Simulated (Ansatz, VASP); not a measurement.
## One calculation of BN, two programs

```
CELL_PARAMETERS angstrom
2.45684 0.00000 0.00000
-1.22126 2.13181 0.00000
-0.61779 -1.06590 2.96084
ATOMIC_POSITIONS crystal
N 0.66851 0.33238 0.98500
B 0.97964 0.98350 0.00181
```

Change from the starting cell: volume scaled by 0.94.

Alike in both runs: task single point; functional LDA; k mesh 13 × 13 × 9; occupations fermi-dirac, width 0.05 eV; no spin polarisation.

|  | VASP | Ansatz |
| --- | --- | --- |
| version | VASP 6.6.1 | Ansatz 0.2.0 |
| potentials or method | VASP PAW LDA potentials, release 64 (N, B), cutoff 520 eV | all-electron LAPW, scalar-relativistic |

|  | VASP | Ansatz | Ansatz less VASP |
| --- | --- | --- | --- |
| gap on the k mesh at the Fermi level (eV) | 2.59 | 2.60 | +0.013 |
| least direct gap on the mesh (eV) | 4.53 | 4.54 | +0.007 |
| pressure (GPa) | 14.6 | 14.3 | -0.32 |
| traceless stress, the component that is largest in VASP (GPa) | 13.48 | 13.27 | -0.211 |
| rms of the force components (eV/Å) | 1.785 | 1.796 | +0.0109 |

LDA's correlation is that of Perdew and Zunger in VASP and of Perdew and Wang (1992) in Ansatz. Atom by atom the forces differ by 0.011 eV/Å (rms over components). Ansatz ran all-electron here, and VASP with PAW potentials.
